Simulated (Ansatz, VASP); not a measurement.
ZnS: VASP beside Ansatz

```
CELL_PARAMETERS angstrom
0.00000 2.48828 2.92102
2.48828 0.00000 2.92102
2.48828 2.48828 0.00000
ATOMIC_POSITIONS crystal
Zn 0.00000 0.00000 0.00000
S 0.75000 0.75000 0.75000
```

Change from the starting cell: strain -0.080 along x and y, +0.080 along z, atoms carried along.

Alike in both runs: task single point; functional PBE; k mesh 10 × 10 × 10; occupations gaussian, width 0.05 eV; no spin polarisation.

|  | VASP | Ansatz |
| --- | --- | --- |
| version | VASP 6.6.1 | Ansatz 0.2.0 |
| potentials or method | VASP PAW PBE potentials, release 64 (Zn, S), cutoff 520 eV | scalar-relativistic, plane waves, PAW |
| valence electrons in the cell | 18 | 18 |

Ansatz gave:

- gap on the k mesh at the Fermi level (eV): 2.11
- least direct gap on the mesh (eV): 2.11
- pressure (GPa): 8.8
- traceless stress, the component that is largest in VASP (GPa): -5.58

Task: Which values does VASP return?

Result: gap on the k mesh at the Fermi level (eV): 2.12; least direct gap on the mesh (eV): 2.12; pressure (GPa): 9.0; traceless stress, the component that is largest in VASP (GPa): -5.53.
